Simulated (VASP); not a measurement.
Runs of VASP 6.6.1 on Ni. The structure is that of space group P6_3/mmc (No. 194), or close to it. The cells are those of the table. 

```csv
spin,cell,k mesh,cutoff (eV),smearing,gap on the mesh (eV),pressure (GPa),moment (μB)
"collinear, ferromagnetic start","a = 2.481, b = 2.481, c = 4.119 Å, angles 90.0, 90.0, 120.0°, 2 atoms",17 × 17 × 9,520,fermi-dirac 0.05 eV,none,-7.7,1.37
"collinear, ferromagnetic start","a = 2.513, b = 2.513, c = 4.171 Å, angles 90.0, 90.0, 120.0°, 2 atoms",17 × 17 × 9,520,fermi-dirac 0.05 eV,none,-13.9,1.40
off,"a = 2.446, b = 2.446, c = 4.034 Å, angles 90.0, 90.0, 120.0°, 2 atoms",17 × 17 × 9,520,fermi-dirac 0.1 eV,none,0.6,-
off,"a = 2.446, b = 2.446, c = 4.034 Å, angles 90.0, 90.0, 120.0°, 2 atoms",8 × 8 × 4,660,fermi-dirac 0.1 eV,none,0.6,-
off,"a = 2.478, b = 2.478, c = 4.087 Å, angles 90.0, 90.0, 120.0°, 2 atoms",17 × 17 × 9,520,fermi-dirac 0.1 eV,none,-7.5,-
off,"a = 2.344, b = 2.344, c = 3.866 Å, angles 90.0, 90.0, 120.0°, 2 atoms",17 × 17 × 9,520,fermi-dirac 0.1 eV,none,(a),-
"collinear, ferromagnetic start","a = 2.533, b = 2.533, c = 4.247 Å, angles 90.0, 90.0, 120.0°, 2 atoms",17 × 17 × 9,520,fermi-dirac 0.05 eV,none,-18.1,(b)
"collinear, ferromagnetic start","a = 2.543, b = 2.543, c = 4.222 Å, angles 90.0, 90.0, 120.0°, 2 atoms",17 × 17 × 9,520,fermi-dirac 0.05 eV,none,-18.4,1.44
off,"a = 2.540, b = 2.540, c = 4.190 Å, angles 90.0, 90.0, 120.0°, 2 atoms",17 × 17 × 9,520,fermi-dirac 0.1 eV,none,-18.8,-
"collinear, ferromagnetic start","a = 2.449, b = 2.449, c = 4.066 Å, angles 90.0, 90.0, 120.0°, 2 atoms",8 × 8 × 4,520,fermi-dirac 0.1 eV,none,0.1,1.42
off,"a = 2.379, b = 2.379, c = 3.924 Å, angles 90.0, 90.0, 120.0°, 2 atoms",17 × 17 × 9,520,fermi-dirac 0.1 eV,none,23.6,-
"collinear, ferromagnetic start","a = 2.439, b = 2.439, c = 4.089 Å, angles 90.0, 90.0, 120.0°, 2 atoms",8 × 8 × 4,520,fermi-dirac 0.1 eV,none,0.8,1.42
```

Alike in all rows: task single point; level r2SCAN; potentials or basis VASP PAW PBE potentials, release 64 (Ni).

Q: Estimate the missing entries.

A: (a) 39.7; (b) 1.43.

Caveats: some runs use coarse meshes; the PAW data sets were made with another functional, which shifts forces and pressure a little.

A gap of «none» marks levels without a gap at the run's occupations.
